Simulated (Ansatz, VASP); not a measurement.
# One calculation of KBr, two programs

```
K Br
1.0
     0.00000    3.68830    3.68830
     3.66469    0.00000    3.68830
     3.66469    3.68830    0.00000
K Br
1 1
Direct
  0.00000 0.00000 0.00000
  0.25000 0.25000 0.25000
```

Change from the starting cell: uniaxial_x strain -0.6%.

Alike in both runs: task single point; functional r2SCAN; k mesh 6 × 6 × 6; no spin polarisation.

|  | VASP | Ansatz |
| --- | --- | --- |
| version | VASP 6.6.1 | Ansatz 0.2.0 |
| potentials or method | VASP PAW PBE potentials, release 64 (K_sv, Br) | plane waves, PAW |
| plane-wave cutoff (eV) | 520 | 500 |
| occupations | gaussian, width 0.01 eV | fixed |
| valence electrons in the cell | 16 | 16 |

|  | VASP | Ansatz | Ansatz less VASP |
| --- | --- | --- | --- |
| gap on the k mesh at the Fermi level (eV) | 4.85 | 4.85 | 0.000 |
| pressure (GPa) | 0.1 | 0.1 | 0.00 |

VASP's potentials were made for PBE, not for r2SCAN.
